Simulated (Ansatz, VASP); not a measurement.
Two plane-wave programs on K2NaBCl6

```xyz
10
Lattice="5.5868 0.0379 0.2535 0.0366 5.5892 0.2474 0.4320 0.4334 9.0130" Properties=species:S:1:pos:R:3 pbc="T T T"
K     3.3462    3.1636    2.8844
K     2.8890    2.7398    6.6846
Na    0.3505    0.1052    4.5049
B     0.4315   -0.4540   -0.0068
Cl    2.2930    5.4252    0.3721
Cl    3.1623    5.6844    5.0159
Cl    0.1355    3.3173    0.1172
Cl    0.4155    2.9202    4.4843
Cl   -0.4135    0.2193    1.5219
Cl    0.2220    0.8288    7.4639
```

Change from the starting cell: cell x1, atoms moved at random (sigma 0.1 Å) and cell strained at random (1.5 %), then relaxed without symmetry.

Alike in both runs: functional PBE; k mesh 4 × 4 × 2; occupations gaussian, width 0.1 eV; no spin polarisation.

Ansatz relaxed the structure, and its values are those at the end. VASP's run is a single point on that final structure, the one shown.

```csv
,VASP,Ansatz
version,VASP 6.6.1,Ansatz 0.2.0
potentials or method,"VASP PAW PBE potentials, release 64 (K_sv, Na_pv, B, Cl), cutoff 520 eV","scalar-relativistic, plane waves, PAW"
valence electrons in the cell,70,72
```

```tsv
	VASP	Ansatz	Ansatz less VASP
gap on the k mesh at the Fermi level (eV)	4.85	4.85	-0.001
least direct gap on the mesh (eV)	4.94	4.94	-0.001
pressure (GPa)	-0.1	0.0	+0.10
rms of the force components (eV/Å)	0.017	0.006	-0.0113
```

The functional is the same, so the differences come from potentials, cutoffs and numerics. VASP's potentials hold 70 valence electrons a cell and Ansatz's 72, so a difference there can come from the potentials and not from the codes.
